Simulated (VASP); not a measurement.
Write the native input for VASP 6.6.1 that does the following.

```
Task                   : relaxation of cell and atoms
Functional             : PBEsol
Potentials or basis    : VASP PAW PBE potentials, release 64 (Al, Co)
Cutoff                 : 600 eV
k mesh                 : 14 × 14 × 14
Occupations            : gaussian, width 0.1 eV
Spin                   : no spin polarisation
Dipole correction      : no
Further INCAR settings : ALGO = Normal; EDIFF = 1e-06; IBRION = 2; EDIFFG = -0.005; NSW = 100; ISIF = 3
```

The structure of AlCo lies in POSCAR:

```
AlCo
1.0
    2.8194032100      0.0000000000      0.0000000000
    0.0000000000      2.8194032100      0.0000000000
    0.0000000000      0.0000000000      2.8194032100
Al Co
1 1
Direct
    0.0000000000      0.0000000000      0.0000000000
    0.5000000000      0.5000000000      0.5000000000
```

These files were run (other wordings do the same):

INCAR

```
PREC     = Accurate       # precision mode
ENCUT    = 600            # plane-wave cutoff, eV
EDIFF    = 1E-6           # SCF threshold, eV
ISMEAR   = 0              # smearing method
SIGMA    = 0.1            # smearing width, eV
LREAL    = False          # projectors in reciprocal space
LASPH    = True           # aspherical terms in the spheres
NELM     = 80             # most SCF steps
ALGO     = Normal         # electronic algorithm
ISIF     = 3              # what is computed and relaxed
LWAVE    = False          # write WAVECAR
LCHARG   = False          # write CHGCAR
GGA      = PS             # functional
IBRION   = 2              # ionic algorithm
NSW      = 100            # ionic steps
EDIFFG   = -0.005         # ionic threshold
```

KPOINTS

```
Automatic mesh
0
Gamma
  14 14 14
```

Potentials or basis: VASP PAW PBE potentials, release 64 (Al, Co).

Command:

```sh
$ cat potpaw_PBE.64/Al/POTCAR potpaw_PBE.64/Co/POTCAR > POTCAR
$ mpirun -np 1 vasp_std > vasp.out
```

It gave:

```
Relaxed volume                         : 11.25 Å³/atom
Relaxed cell                           : a = 2.823 Å, b = 2.823 Å, c = 2.823 Å, α = 90.00°, β = 90.00°, γ = 90.00°
Space group after relaxing (to 0.05 Å) : Pm-3m (No. 221)
Energy gained by relaxing              : 0.1 meV/atom
Ionic steps                            : 3
Pressure after relaxing                : 0.0 GPa
Band gap on the k mesh                 : zero (band 6 reaches 13.20 eV, above the bottom of band 7 at 10.57 eV)
```

Caveat: the PAW data sets were made with another functional, which shifts forces and pressure a little.

Run time: 20 s on 1 thread of Intel(R) Xeon(R) Platinum 8488C (Sapphire Rapids) (shared host), peak memory 0.17 GiB.
